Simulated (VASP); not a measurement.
A run of VASP 6.6.1 is set up as follows.

File INCAR:

```
  PREC = Accurate
  ENCUT = 520
  EDIFF = 1E-6
  ISMEAR = 0
  SIGMA = 0.02
  LREAL = F
  LASPH = T
  NELM = 100
  ALGO = Normal
  ISIF = 2
  LWAVE = F
  LCHARG = F
  LDIPOL = T
  IDIPOL = 3
  DIPOL = 0.5 0.5 0.500
  GGA = CA
  NBANDS = 22
```

Contents of KPOINTS:

```
Automatic mesh
0
Gamma
  9 9 1
```

The input POSCAR:

```
Bi
1.0
    4.0810000000      0.0000000000      0.0000000000
   -2.0405000000      3.5342496729      0.0000000000
    0.0000000000      0.0000000000     28.0000000000
Bi
2
Direct
    0.3333333333      0.6666666667      0.5065714286
    0.6666666667      0.3333333333      0.4934285714
```

Potentials or basis: VASP PAW LDA potentials, release 64 (Bi_d).

Command:

```console
$ cat potpaw_LDA.64/Bi_d/POTCAR > POTCAR
$ mpirun -np 1 vasp_std > vasp.out
```

What does it give for the largest force?

4.808 eV/Å.

What does it give for the band gap on the k mesh?

Zero (bands 15 and 16 overlap by 0.72 eV).

Forces in eV/Å, atoms in the order of the input:
```
Bi   0.000  0.000  4.808
Bi   0.000  0.000 -4.808
```

Caveat: spin-orbit coupling is left out, which moves the levels of the heavy elements.
